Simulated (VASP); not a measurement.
Input of a VASP 6.6.1 run:

Contents of INCAR:

```
  ALGO = Normal
  EDIFF = 1E-6
  ENCUT = 520
  GGA = PE
  ISIF = 2
  ISMEAR = 1
  LASPH = T
  LCHARG = F
  LREAL = F
  LWAVE = F
  NBANDS = 16
  NELM = 80
  PREC = Accurate
  SIGMA = 0.1
```

The input KPOINTS:

```
k-points
0
Gamma
  11 11 9
```

File POSCAR:

```
TiB2
1.0
    3.0292000000      0.0000000000      0.0000000000
   -1.5146000000      2.6233641531      0.0000000000
    0.0000000000      0.0000000000      3.2284000000
Ti B
1 2
Direct
    0.0000000000      0.0000000000      0.0000000000
    0.3333330000      0.6666670000      0.5000000000
    0.6666670000      0.3333330000      0.5000000000
```

Potentials or basis: VASP PAW PBE potentials, release 64 (Ti_sv, B).

Command:

```bash
$ cat potpaw_PBE.64/Ti_sv/POTCAR potpaw_PBE.64/B/POTCAR > POTCAR
$ mpirun -np 1 vasp_std > vasp.out
```

(1) Predict the pressure.

(2) Estimate the band gap on the k mesh.

Results:

(1) 0.4 GPa.

(2) zero (band 9 reaches 10.18 eV, above the bottom of band 10 at 9.74 eV).
